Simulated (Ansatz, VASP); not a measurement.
# Two plane-wave programs on KI

INCAR

```
SYSTEM = KI
PREC = Accurate
ENCUT = 600
EDIFF = 1E-6
ISMEAR = 0
SIGMA = 0.01
LREAL = .FALSE.
LASPH = .TRUE.
NELM = 100
ALGO = Normal
ISIF = 3
LWAVE = .FALSE.
LCHARG = .FALSE.
GGA = PS
IBRION = 2
NSW = 80
EDIFFG = -0.01
```

The input KPOINTS:

```
regular mesh
0
G
  5 5 3
  0 0 0
```

File POSCAR:

```
KI
1.0
    2.5126600000     -4.2552270000      0.0000000000
    2.5126600000      4.2552270000      0.0000000000
    0.0000000000      0.0000000000      8.6765890000
K I
2 2
Direct
    0.5000000000      0.5000000000      0.5000000000
    0.5000000000      0.5000000000      0.0000000000
    0.8402300000      0.1597700000      0.2500000000
    0.1597700000      0.8402300000      0.7500000000
```

Input for Ansatz:

```yaml
crystal:
  lattice:
    - [2.51266, -4.255227, 0.0]
    - [2.51266, 4.255227, 0.0]
    - [0.0, 0.0, 8.676589]
  atoms:
    - { symbol: K, position: [0.5, 0.5, 0.5] }
    - { symbol: K, position: [0.5, 0.5, 0.0] }
    - { symbol: I, position: [0.84023, 0.15976999999999997, 0.25] }
    - { symbol: I, position: [0.15977, 0.84023, 0.75] }
kpoints:
  mp_grid:
    grid: [5, 5, 3]
hamiltonian:
  xc: pbesol
scf:
  occupations:
    method: fixed
relax:
  cell: {}
```

Alike in both runs: task relaxation of cell and atoms; functional PBEsol; k mesh 5 × 5 × 3; no spin polarisation.

```csv
,VASP,Ansatz
version,VASP 6.6.1,Ansatz 0.2.0
potentials or method,"VASP PAW PBE potentials, release 64 (K_sv, I)","plane waves, PAW"
plane-wave cutoff (eV),600,420
occupations,"gaussian, width 0.01 eV",fixed
valence electrons in the cell,32,52
```

```csv
,VASP,Ansatz,Ansatz less VASP
relaxed volume (Å³/atom),43.30,43.10,-0.206
relaxed cell length with the largest relative difference (Å),8.511,8.490,-0.0215
```

VASP's potentials were made for PBE, not for PBEsol. VASP's potentials hold 32 valence electrons a cell and Ansatz's 52, so a difference there can come from the potentials and not from the codes.

Spin-orbit coupling is off throughout.
